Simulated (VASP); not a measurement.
# Ir (Im-3m) in VASP: a series of runs

Runs on Ir. Level: r2SCAN. Tasks: single point, relaxation of cell and atoms.

Program: VASP 6.6.1. These are calculated values, not measurements. Logs are shortened: lines on timing, memory, paths and dates and some standing lists are left out, and cuts for length are marked.

## Step 1: The cell of the first run

It takes space group Im-3m (No. 229, cubic). Conventional cell: a = 3.088 Å, b = 3.088 Å, c = 3.088 Å, α = 90.00°, β = 90.00°, γ = 90.00°. Within 3.5 Å of Ir (site symmetry m-3m) lie 14 Ir at 2.67 to 3.09 Å.

This isn't the form of Ir at room conditions, which is fcc.

## Step 2: Single point, r2SCAN

Input file POSCAR:

```
Ir
1.0
   -1.5441066769      1.5441066769      1.5441066769
    1.5441066769     -1.5441066769      1.5441066769
    1.5441066769      1.5441066769     -1.5441066769
Ir
1
Direct
    0.0000000000      0.0000000000      0.0000000000
```

Input file INCAR.step1:

```
SYSTEM = Ir
PREC     = Accurate       ! precision mode
ENCUT    = 620            ! plane-wave cutoff, eV
ISMEAR   = -1             ! smearing method
SIGMA    = 0.1            ! smearing width, eV
LREAL    = .False.        ! projectors in reciprocal space
LASPH    = .True.         ! aspherical terms in the spheres
NELM     = 120            ! most SCF steps
NBANDS   = 14             ! bands
GGA      = PE             ! functional
ALGO     = Normal         ! electronic algorithm
EDIFF    = 1E-5           ! SCF threshold, eV
LWAVE    = .True.         ! write WAVECAR
LCHARG   = .False.        ! write CHGCAR
GGA_COMPAT= .False.
```

Input file INCAR.step2:

```
SYSTEM = Ir
PREC     = Accurate       ! precision mode
ENCUT    = 620            ! plane-wave cutoff, eV
EDIFF    = 1E-6           ! SCF threshold, eV
ISMEAR   = -1             ! smearing method
SIGMA    = 0.1            ! smearing width, eV
LREAL    = .False.        ! projectors in reciprocal space
LASPH    = .True.         ! aspherical terms in the spheres
NELM     = 120            ! most SCF steps
ALGO     = Normal         ! electronic algorithm
ISIF     = 2              ! what is computed and relaxed
LWAVE    = .False.        ! write WAVECAR
LCHARG   = .False.        ! write CHGCAR
METAGGA  = R2SCAN         ! meta-GGA
LMIXTAU  = .True.       
NBANDS   = 14             ! bands
ISTART   = 1            
GGA_COMPAT= .False.
```

Input file KPOINTS:

```
regular mesh
0
Gamma
  14 14 14
  0 0 0
```

Potentials or basis: VASP PAW PBE potentials, release 64 (Ir_sv_GW).

Command:

```bash
cat potpaw_PBE.64/Ir_sv_GW/POTCAR > POTCAR
cp INCAR.step1 INCAR
mpirun -np 1 vasp_std > vasp.out
cp INCAR.step2 INCAR
mpirun -np 1 vasp_std > vasp.out
```

OUTCAR:

```text
SYSTEM = Ir
   PREC = Accurate
   ENCUT = 620
   EDIFF = 1E-6
   ISMEAR = -1
   LREAL = .False.
   LASPH = .True.
   NELM = 120
   ISIF = 2
   METAGGA = R2SCAN
   ISTART = 1

 ion  position               nearest neighbor table
   1  0.000  0.000  0.000-

  LATTYP: Found a body centered cubic cell.
 ALAT       =     3.0882133538

  Lattice vectors:

 A1 = (  -1.5441066769,   1.5441066769,   1.5441066769)
 A2 = (   1.5441066769,  -1.5441066769,   1.5441066769)
 A3 = (   1.5441066769,   1.5441066769,  -1.5441066769)

Analysis of symmetry for initial positions (statically):
=====================================================================
 Subroutine PRICEL returns:
 Original cell was already a primitive cell.

 Routine SETGRP: Setting up the symmetry group for a
 body centered cubic supercell.

 Subroutine GETGRP returns: Found 48 space group operations
 (whereof 48 operations were pure point group operations)
 out of a pool of 48 trial point group operations.

The static configuration has the point symmetry O_h .

Analysis of symmetry for dynamics (positions and initial velocities):
=====================================================================
 Subroutine PRICEL returns:
 Original cell was already a primitive cell.

 Routine SETGRP: Setting up the symmetry group for a
 body centered cubic supercell.

 Subroutine GETGRP returns: Found 48 space group operations
 (whereof 48 operations were pure point group operations)
 out of a pool of 48 trial point group operations.

The dynamic configuration has the point symmetry O_h .

 Subroutine INISYM returns: Found 48 space group operations
 (whereof 48 operations are pure point group operations),
 and found     1 'primitive' translations

----------------------------------------------------------------------------------------

                                     Primitive cell

  volume of cell :      14.7262

  direct lattice vectors                    reciprocal lattice vectors
    -1.544106677  1.544106677  1.544106677     0.000000000  0.323811824  0.323811824
     1.544106677 -1.544106677  1.544106677     0.323811824  0.000000000  0.323811824
     1.544106677  1.544106677 -1.544106677     0.323811824  0.323811824  0.000000000

  length of vectors
     2.674471217  2.674471217  2.674471217     0.457939074  0.457939074  0.457939074

  position of ions in fractional coordinates (direct lattice)
     0.000000000  0.000000000  0.000000000

  ion indices of the primitive-cell ions
   primitive index   ion index
                 1           1

----------------------------------------------------------------------------------------

 KPOINTS: regular mesh

Automatic generation of k-mesh.
 Grid dimensions read from file:
 generate k-points for:   14   14   14

 Generating k-lattice:

  Cartesian coordinates                     Fractional coordinates (reciprocal lattice)
     0.000000000  0.023129416  0.023129416     0.071428571  0.000000000  0.000000000
     0.023129416  0.000000000  0.023129416     0.000000000  0.071428571  0.000000000
     0.023129416  0.023129416  0.000000000     0.000000000  0.000000000  0.071428571

  Length of vectors
     0.032709934  0.032709934  0.032709934

  Shift w.r.t. Gamma in fractional coordinates (k-lattice)
     0.000000000  0.000000000  0.000000000

 Subroutine IBZKPT returns following result:
 ===========================================

 Found    104 irreducible k-points:

 Following reciprocal coordinates:
            Coordinates               Weight
  0.000000  0.000000  0.000000      1.000000
  0.071429  0.000000  0.000000     12.000000
  0.142857  0.000000  0.000000     12.000000
  0.214286  0.000000  0.000000     12.000000
  0.285714  0.000000  0.000000     12.000000
  0.357143  0.000000  0.000000     12.000000
[... 16 lines left out ...]
  0.285714  0.285714  0.000000     24.000000
  0.357143  0.285714  0.000000     24.000000
 [... further k-points ...]
   k-points           NKPTS =    104   k-points in BZ     NKDIM =    104   number of bands    NBANDS=     14
   number of dos      NEDOS =    301   number of ions     NIONS =      1
   total plane-waves  NPLWV =  13824
   dimension x,y,z NGX =    24 NGY =   24 NGZ =   24
   dimension x,y,z NGXF=    48 NGYF=   48 NGZF=   48
   ions per type =               1
   NGX,Y,Z   is equivalent  to a cutoff of  14.92, 14.92, 14.92 a.u.
   NGXF,Y,Z  is equivalent  to a cutoff of  29.84, 29.84, 29.84 a.u.
 SYSTEM =  Ir
   PREC   = accura    normal or accurate (medium, high low for compatibility)
   ISTART =      1    job   : 0-new  1-cont  2-samecut
   ICHARG =      0    charge: 1-file 2-atom 10-const
   ISPIN  =      1    spin polarized calculation?
   LNONCOLLINEAR =      F non collinear calculations
   LSORBIT =      F    spin-orbit coupling
   LASPH  =      T    aspherical Exc in radial PAW
   ENCUT  =  620.0 eV  45.57 Ry    6.75 a.u.   5.43  5.43  5.43*2*pi/ulx,y,z
   NELM   =    120;   NELMIN=  2; NELMDL=  0     # of ELM steps
   EDIFF  = 0.1E-05   stopping-criterion for ELM
   LREAL  =      F    real-space projection
[... 7 lines left out ...]
   TEBEG  =    0.0;   TEEND  =   0.0 temperature during run
   PSTRESS=    0.0 pullay stress
   NELECT =      17.0000    total number of electrons
   NUPDOWN=      -1.0000    fix difference up-down
   EMIN   =  10.00;   EMAX   =-10.00  energy-range for DOS
   EFERMI =   0.00;   METHOD = LEGACY
   ISMEAR =    -1;   SIGMA  =   0.10  broadening in eV -4-tet -1-fermi 0-gaus
   EFERMI_NEDOS =   21; number of points for ismear=-14 and -15
   IALGO  =     38    algorithm
   IMIX   =      4    mixing-type and parameters
     AMIX     =   0.40;   BMIX     =  1.00
     AMIX_MAG =   1.60;   BMIX_MAG =  1.00
  volume/ion in A,a.u.               =      14.73        99.38
  Fermi-wavevector in a.u.,A,eV,Ry     =   1.717357  3.245334 40.127853  2.949314
  Thomas-Fermi vector in A             =   2.794372
   LORBIT       =      0    0 simple, 1 ext, 2 COOP (PROOUT), +10 PAW based schemes
   METAGGA = R2SCAN    functional components
   LHFCALC =     F    Hartree Fock is set to
   AEXX    =    0.0000 exact exchange contribution
   IVDW    =     0    specifies the selected vdW correction
   LEPSILON=     F    determine dielectric tensor
   LRPA    =     F    only Hartree local field effects (RPA)
 non-spin polarized calculation
  energy-cutoff  :      620.00
  volume of cell :       14.73
 maximum number of plane-waves:       537
 NGX is ok and might be reduce to    24
   NGX = 11   NGY = 11   NGZ = 11

 number of electron      17.0000000 magnetization

 Free energy of the ion-electron system (eV)
  ---------------------------------------------------
  ext. energy  EPLUGINS =         0.00000000
  ---------------------------------------------------
  free energy    TOTEN  =       -52.25629975 eV

  energy without entropy =      -52.18830549  energy(sigma->0) =      -52.22230262

 E-fermi :  11.6448     XC(G=0): -15.5830

 val. band max:       11.6401619126   @ k =   0.2857   0.1429  -0.0000
 cond. band min:      11.6523090264   @ k =   0.2857   0.2143   0.0714
 fundamental gap:      0.0121471138
 Fermi energy:        11.6448054433

 k-point     1 :       0.0000    0.0000    0.0000
  band No.  band energies     occupation
      1     -82.8184      2.00000
      2     -38.6782      2.00000
      3     -38.6782      2.00000
      4     -38.6782      2.00000
      5       0.8547      2.00000
      6       8.0320      2.00000
      7       8.0320      2.00000
      8       8.0320      2.00000
      9      11.0902      1.99223
     10      11.0902      1.99223
     11      28.7326      0.00000
     12      28.7326      0.00000
     13      28.7326      0.00000
     14      40.7439      0.00000

 k-point     2 :       0.0714    0.0000    0.0000
  band No.  band energies     occupation
      1     -82.8152      2.00000
      2     -38.7169      2.00000
      3     -38.6912      2.00000
      4     -38.6782      2.00000
      5       1.0961      2.00000
      6       7.9224      2.00000
      7       8.0241      2.00000
      8       8.2412      2.00000
      9      10.9423      1.99822
     10      11.0971      1.99167
     11      28.8747      0.00000
     12      29.0642      0.00000
     13      29.1085      0.00000
     14      38.3669      0.00000

 k-point     3 :       0.1429    0.0000    0.0000
  band No.  band energies     occupation
      1     -82.8054      2.00000
      2     -38.8240      2.00000
      3     -38.7272      2.00000
      4     -38.6780      2.00000
      5       1.7798      2.00000
      6       7.6275      2.00000
      7       7.9703      2.00000
      8       8.8544      2.00000
      9      10.6561      1.99990
     10      11.1254      1.98896
     11      29.0712      0.00000
     12      29.6131      0.00000
     13      30.1930      0.00000
     14      36.2147      0.00000

 k-point     4 :       0.2143    0.0000    0.0000
  band No.  band energies     occupation
      1     -82.7918      2.00000
      2     -38.9772      2.00000
      3     -38.7791      2.00000
      4     -38.6777      2.00000
      5       2.7534      2.00000
      6       7.2293      2.00000
      7       7.8892      2.00000
      8       9.8257      2.00000
      9      10.5247      1.99997
     10      11.1904      1.97897
     11      28.6499      0.00000
     12      28.9301      0.00000
     13      31.8722      0.00000
     14      35.6398      0.00000

 k-point     5 :       0.2857    0.0000    0.0000
  band No.  band energies     occupation
      1     -82.7768      2.00000
      2     -39.1440      2.00000
      3     -38.8364      2.00000
      4     -38.6775      2.00000
      5       3.6567      2.00000
      6       6.8200      2.00000
      7       8.1218      2.00000
      8      10.6445      1.99991
      9      11.0629      1.99408
     10      11.2981      1.93947
     11      26.5169      0.00000
[... 276 lines left out ...]
 k-point    22 :       0.3571    0.2143    0.0000
  band No.  band energies     occupation
      1     -82.7451      2.00000
      2     -39.3235      2.00000
      3     -39.0423      2.00000
      4     -38.7574      2.00000
      5       5.2236      2.00000
      6       6.5764      2.00000
      7       8.4223      2.00000
      8      10.9147      1.99865
      9      11.9203      0.11959
     10      17.2982      0.00000
     11      19.4915      0.00000
     12      24.1776      0.00000
     13      28.5320      0.00000
     14      35.3208      0.00000

 k-point    23 :       0.2857    0.2857    0.0000
  band No.  band energies     occupation
      1     -82.7443      2.00000
      2     -39.2830      2.00000
      3     -39.0844      2.00000
      4     -38.7680      2.00000
      5       5.5229      2.00000
      6       6.8127      2.00000
      7       7.8025      2.00000
      8      11.0307      1.99570
      9      11.7103      0.68368
     10      17.5948      0.00000
     11      20.0159      0.00000
     12      23.3246      0.00000
     13      29.1586      0.00000
     14      34.4290      0.00000

 k-point    24 :       0.3571    0.2857    0.0000
  band No.  band energies     occupation
      1     -82.7421      2.00000
      2     -39.2540      2.00000
      3     -39.1402      2.00000
      4     -38.7723      2.00000
      5       5.5846      2.00000
      6       6.9592      2.00000
      7       7.7114      2.00000
      8      11.2327      1.96806
      9      11.6899      0.77851
     10      18.6046      0.00000
     11      19.5765      0.00000
     12      22.1364      0.00000
     13      29.4042      0.00000
     14      35.0277      0.00000

 [... further k-points ...]

------------------------ aborting loop because EDIFF is reached ----------------------------------------

  FORCE on cell =-STRESS in cart. coord.  units (eV):
  Direction    XX          YY          ZZ          XY          YZ          ZX
  --------------------------------------------------------------------------------------
  -------------------------------------------------------------------------------------
  Total       -0.0769163     -0.0769163     -0.0769163     -0.0000000      0.0000000     -0.0000000
  in kB       -8.3683016     -8.3683016     -8.3683016     -0.0000000      0.0000000     -0.0000000
  external PRESSURE =      -8.3683016 kB  Pullay stress =       0.0000000 kB

 VOLUME and BASIS-vectors are now :
 -----------------------------------------------------------------------------
  energy-cutoff  :      620.00
  volume of cell :       14.73
      direct lattice vectors                 reciprocal lattice vectors
    -1.544106677  1.544106677  1.544106677     0.000000000  0.323811824  0.323811824
     1.544106677 -1.544106677  1.544106677     0.323811824  0.000000000  0.323811824
     1.544106677  1.544106677 -1.544106677     0.323811824  0.323811824  0.000000000

 POSITION                                       TOTAL-FORCE (eV/Angst)
 -----------------------------------------------------------------------------------
      0.00000      0.00000      0.00000        -0.000000     -0.000000      0.000000
 -----------------------------------------------------------------------------------
    total drift:                                0.000000     -0.000000     -0.000000

  FREE ENERGIE OF THE ION-ELECTRON SYSTEM (eV)
  ---------------------------------------------------
  free  energy   TOTEN  =       -52.2562997454 eV

  energy  without entropy=      -52.1883054907  energy(sigma->0) =      -52.22230262
```

Wall time 88 s (1 thread of Intel Xeon Platinum 8488C (Sapphire Rapids), shared host); peak memory 0.17 GiB.

What came out:

```yaml
Free_energy: -52.2563 eV
Pressure: -0.8 GPa
Band_gap_on_the_k_mesh: zero (an odd number of electrons rules out a gap without spin polarisation)
```

Caveat: the PAW data sets were made with another functional, which shifts forces and pressure a little; spin-orbit coupling is left out, which moves the levels of the heavy elements.

(Continued in part 2 of 2.)
